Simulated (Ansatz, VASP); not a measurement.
Sn in VASP and in Ansatz

```xyz
2
Lattice="-2.9955 2.9955 1.6352 2.9955 -2.9955 1.6352 2.9955 2.9955 -1.6352" Properties=species:S:1:pos:R:3 pbc="T T T"
Sn    0.0000    0.0000    0.0000
Sn    0.0000    2.9955    0.8176
```

Alike in both runs: task single point; functional PBE; dispersion D4; k mesh 10 × 10 × 10; occupations fermi-dirac, width 0.1 eV; no spin polarisation.

|  | VASP | Ansatz |
| --- | --- | --- |
| version | VASP 6.6.1 | Ansatz 0.2.0 |
| potentials or method | VASP PAW PBE potentials, release 64 (Sn_d), cutoff 520 eV | plane waves, PAW |
| valence electrons in the cell | 28 | 28 |

VASP gave:

* pressure (GPa): -3.4
* traceless stress, the component that is largest in VASP (GPa): -0.50

**Question.** Which values does Ansatz return?

**Answer.** Pressure (GPa): -3.4; traceless stress, the component that is largest in VASP (GPa): -0.51.
